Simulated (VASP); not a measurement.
Ta:

```xyz
1
Lattice="-1.6513 1.6513 1.6513 1.6513 -1.6513 1.6513 1.6513 1.6513 -1.6513" Properties=species:S:1:pos:R:3 pbc="T T T"
Ta    0.0000    0.0000    0.0000
```

* Program: VASP 6.6.1
* Task: relaxation of cell and atoms
* Functional: PBEsol
* Potentials or basis: VASP PAW PBE potentials, release 64 (Ta_pv)
* Cutoff: 500 eV
* k mesh: 9 × 9 × 9
* Occupations: gaussian, width 0.1 eV
* Spin: no spin polarisation

At the start: pressure -3.8 GPa; volume 18.01 Å³/atom.

Problem. How do energy, volume and symmetry change on relaxing?

Solution. Over 3 steps the energy falls by 4.5 meV/atom and the volume is 17.64 Å³/atom (-2.0 %); space group Im-3m (No. 229, to 0.1 Å) before and after.

The path:
```csv
step,energy change (eV),largest force (eV/Å),pressure (GPa),volume (Å³)
1,0.0000,0.0000,-3.78,18.01
2,0.0143,0.0000,8.80,16.92
3,-0.0045,0.0000,-0.03,17.64
```

Final structure:
```yaml
crystal:
  lattice:
    - [-1.63997, 1.63997, 1.63997]
    - [1.63997, -1.63997, 1.63997]
    - [1.63997, 1.63997, -1.63997]
  atoms:
    - { symbol: Ta, position: [0.00000, 0.00000, 0.00000] }
```

Caveat: the PAW data sets were made with another functional, which shifts forces and pressure a little.
